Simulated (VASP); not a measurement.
# HgTe (F-43m) in VASP: relaxation of cell and atoms with PBEsol

Aim: the relaxation of cell and atoms of HgTe with PBEsol.

Program: VASP 6.6.1. These are calculated values, not measurements. Logs are shortened: lines on timing, memory, paths and dates and some standing lists are left out, and cuts for length are marked.

## Step 1: The cell of the first run

Symmetry: F-43m, No. 216, cubic system. Conventional cell: a = 6.429 Å, b = 6.429 Å, c = 6.429 Å, α = 90.00°, β = 90.00°, γ = 90.00°. Within 3.7 Å of Hg (site symmetry -43m) lie 4 Te at 2.78 Å. Within 3.7 Å of Te (site symmetry -43m) lie 4 Hg at 2.78 Å.

## Step 2: Relaxation of cell and atoms, PBEsol

File INCAR:

```
ALGO = Normal
EDIFF = 1E-6
EDIFFG = -0.002
ENCUT = 600
GGA = PS
IBRION = 2
ISIF = 3
ISMEAR = -1
LASPH = True
LCHARG = False
LREAL = False
LWAVE = False
NELM = 100
NSW = 100
PREC = Accurate
SIGMA = 0.05
```

File KPOINTS:

```
k-points
0
Gamma
  12 12 12
```

File POSCAR:

```
HgTe
1.0
    0.0000000000      3.2145000000      3.2145000000
    3.2145000000      0.0000000000      3.2145000000
    3.2145000000      3.2145000000      0.0000000000
Hg Te
1 1
Direct
    0.0000000000      0.0000000000      0.0000000000
    0.7500000000      0.7500000000      0.7500000000
```

Potentials or basis: VASP PAW PBE potentials, release 64 (Hg, Te).

Launch:

```
> cat potpaw_PBE.64/Hg/POTCAR potpaw_PBE.64/Te/POTCAR > POTCAR
> mpirun -np 1 vasp_std > vasp.out
```

OUTCAR:

```text
EDIFF = 1E-6
   EDIFFG = -0.002
   ENCUT = 600
   GGA = PS
   IBRION = 2
   ISIF = 3
   ISMEAR = -1
   LASPH = True
   LREAL = False
   NELM = 100
   NSW = 100
   PREC = Accurate

 ion  position               nearest neighbor table
   1  0.000  0.000  0.000-   2 2.78   2 2.78   2 2.78   2 2.78
   2  0.750  0.750  0.750-   1 2.78   1 2.78   1 2.78   1 2.78

  LATTYP: Found a face centered cubic cell.
 ALAT       =     6.4290000000

  Lattice vectors:

 A1 = (   0.0000000000,   3.2145000000,   3.2145000000)
 A2 = (   3.2145000000,   0.0000000000,   3.2145000000)
 A3 = (   3.2145000000,   3.2145000000,   0.0000000000)

Analysis of symmetry for initial positions (statically):
=====================================================================
 Subroutine PRICEL returns:
 Original cell was already a primitive cell.

 Routine SETGRP: Setting up the symmetry group for a
 face centered cubic supercell.

 Subroutine GETGRP returns: Found 24 space group operations
 (whereof 24 operations were pure point group operations)
 out of a pool of 48 trial point group operations.

The static configuration has the point symmetry T_d .

Analysis of symmetry for dynamics (positions and initial velocities):
=====================================================================
 Subroutine PRICEL returns:
 Original cell was already a primitive cell.

 Routine SETGRP: Setting up the symmetry group for a
 face centered cubic supercell.

 Subroutine GETGRP returns: Found 24 space group operations
 (whereof 24 operations were pure point group operations)
 out of a pool of 48 trial point group operations.

The dynamic configuration has the point symmetry T_d .

 Subroutine INISYM returns: Found 24 space group operations
 (whereof 24 operations are pure point group operations),
 and found     1 'primitive' translations

----------------------------------------------------------------------------------------

                                     Primitive cell

  volume of cell :      66.4309

  direct lattice vectors                    reciprocal lattice vectors
     0.000000000  3.214500000  3.214500000    -0.155545186  0.155545186  0.155545186
     3.214500000  0.000000000  3.214500000     0.155545186 -0.155545186  0.155545186
     3.214500000  3.214500000  0.000000000     0.155545186  0.155545186 -0.155545186

[... 95 lines left out ...]
   NUPDOWN=      -1.0000    fix difference up-down
   EMIN   =  10.00;   EMAX   =-10.00  energy-range for DOS
   EFERMI =   0.00;   METHOD = LEGACY
   ISMEAR =    -1;   SIGMA  =   0.05  broadening in eV -4-tet -1-fermi 0-gaus
   EFERMI_NEDOS =   21; number of points for ismear=-14 and -15
   IALGO  =     38    algorithm
   IMIX   =      4    mixing-type and parameters
     AMIX     =   0.40;   BMIX     =  1.00
     AMIX_MAG =   1.60;   BMIX_MAG =  1.00
  volume/ion in A,a.u.               =      33.22       224.15
  Fermi-wavevector in a.u.,A,eV,Ry     =   1.059357  2.001894 15.268958  1.122237
  Thomas-Fermi vector in A             =   2.194699
   LORBIT       =      0    0 simple, 1 ext, 2 COOP (PROOUT), +10 PAW based schemes
   GGA     = PS    functional components
   LHFCALC =     F    Hartree Fock is set to
   AEXX    =    0.0000 exact exchange contribution
   IVDW    =     0    specifies the selected vdW correction
   LEPSILON=     F    determine dielectric tensor
   LRPA    =     F    only Hartree local field effects (RPA)
 conjugate gradient relaxation of ions
 non-spin polarized calculation
  energy-cutoff  :      600.00
  volume of cell :       66.43
 maximum number of plane-waves:      2252
   NGX = 19   NGY = 19   NGZ = 19

--------------------------------------- Ionic step        1  -------------------------------------------

 number of electron      18.0000000 magnetization

 Free energy of the ion-electron system (eV)
  ---------------------------------------------------
  ext. energy  EPLUGINS =         0.00000000
  ---------------------------------------------------
  free energy    TOTEN  =        -4.36170917 eV

  energy without entropy =       -4.36145719  energy(sigma->0) =       -4.36158318

------------------------ aborting loop because EDIFF is reached ----------------------------------------

  FORCE on cell =-STRESS in cart. coord.  units (eV):
  Direction    XX          YY          ZZ          XY          YZ          ZX
  --------------------------------------------------------------------------------------
  -------------------------------------------------------------------------------------
  Total        0.7799987      0.7799987      0.7799987      0.0000000     -0.0000000      0.0000000
  in kB       18.8119663     18.8119663     18.8119663      0.0000000     -0.0000000      0.0000000
  external PRESSURE =      18.8119663 kB  Pullay stress =       0.0000000 kB
[... 59 lines left out ...]
--------------------------------------- Ionic step        3  -------------------------------------------

 number of electron      18.0000002 magnetization

 Free energy of the ion-electron system (eV)
  ---------------------------------------------------
  ext. energy  EPLUGINS =         0.00000000
  ---------------------------------------------------
  free energy    TOTEN  =        -4.37713422 eV

  energy without entropy =       -4.37686636  energy(sigma->0) =       -4.37700029

 E-fermi :   2.8022     XC(G=0):  -8.8279

 val. band max:        2.7012503902   @ k =   0.0000   0.0000   0.0000
 cond. band min:       3.0883259362   @ k =   0.0833   0.0000   0.0000
 fundamental gap:      0.3870755460
 Fermi energy:         2.8021744438

 k-point     1 :       0.0000    0.0000    0.0000
  band No.  band energies     occupation
      1      -9.1521      2.00000
      2      -4.5059      2.00000
      3      -4.5059      2.00000
      4      -4.5059      2.00000
      5      -3.9989      2.00000
      6      -3.9989      2.00000
      7       1.8405      2.00000
      8       2.7013      1.76545
      9       2.7013      1.76545
     10       2.7013      1.76545
     11       6.9250      0.00000
     12       6.9250      0.00000
     13       6.9250      0.00000
[... 354 lines left out ...]
  band No.  band energies     occupation
      1      -8.5486      2.00000
      2      -4.3661      2.00000
      3      -4.3437      2.00000
      4      -4.0152      2.00000
      5      -3.9885      2.00000
      6      -3.6947      2.00000
      7      -2.5442      2.00000
      8       0.6104      2.00000
      9       1.5178      2.00000
     10       4.4429      0.00000
     11       7.2227      0.00000
     12       8.2596      0.00000
     13       9.2824      0.00000

 [... further k-points ...]
[... 5 lines left out ...]
  --------------------------------------------------------------------------------------
  -------------------------------------------------------------------------------------
  Total        0.0000541      0.0000541      0.0000541      0.0000000      0.0000000      0.0000000
  in kB        0.0012538      0.0012538      0.0012538      0.0000000      0.0000000      0.0000000
  external PRESSURE =       0.0012538 kB  Pullay stress =       0.0000000 kB
[... 17 lines left out ...]
  FREE ENERGIE OF THE ION-ELECTRON SYSTEM (eV)
  ---------------------------------------------------
  free  energy   TOTEN  =        -4.3771342163 eV

  energy  without entropy=       -4.3768663574  energy(sigma->0) =       -4.37700029

 reached required accuracy - stopping structural energy minimisation
```

Run time: 3.2 min. Hardware: 1 thread of AMD EPYC 7R13, shared host; peak memory 0.25 GiB.

Results:

| Property | Result |
| --- | --- |
| Free energy | -4.3771 eV |
| Relaxed volume | 34.58 Å³/atom |
| Relaxed cell | a = 4.607 Å, b = 4.607 Å, c = 4.607 Å, α = 60.00°, β = 60.00°, γ = 60.00° |
| Space group after relaxing (to 0.1 Å) | F-43m (No. 216) |
| Energy gained by relaxing | 7.7 meV/atom |
| Ionic steps | 3 |
| Pressure after relaxing | 0.0 GPa |
| Band gap on the k mesh | zero (filled and empty bands touch) |

Step by step:
```tsv
step	energy change (eV)	largest force (eV/Å)	pressure (GPa)	volume (Å³)
1	0.0000	0.0000	1.88	66.43
2	-0.0132	0.0000	-0.63	70.25
3	-0.0154	0.0000	0.00	69.16
```

Final structure:
```cif
data_structure
_symmetry_space_group_name_H-M 'P 1'
_symmetry_Int_Tables_number 1
_cell_length_a 4.6074
_cell_length_b 4.6074
_cell_length_c 4.6074
_cell_angle_alpha 60.000
_cell_angle_beta 60.000
_cell_angle_gamma 60.000
_cell_volume 69.16
loop_
_atom_site_label
_atom_site_type_symbol
_atom_site_fract_x
_atom_site_fract_y
_atom_site_fract_z
_atom_site_occupancy
Hg1 Hg 0.00000 0.00000 0.00000 1
Te1 Te 0.75000 0.75000 0.75000 1
```

Caveat: semilocal functionals underestimate gaps, and a narrow one can read as zero; the PAW data sets were made with another functional, which shifts forces and pressure a little; spin-orbit coupling is left out, which moves the levels of the heavy elements.

The gap in the log of VASP goes by the Fermi energy; the results here count the filled bands.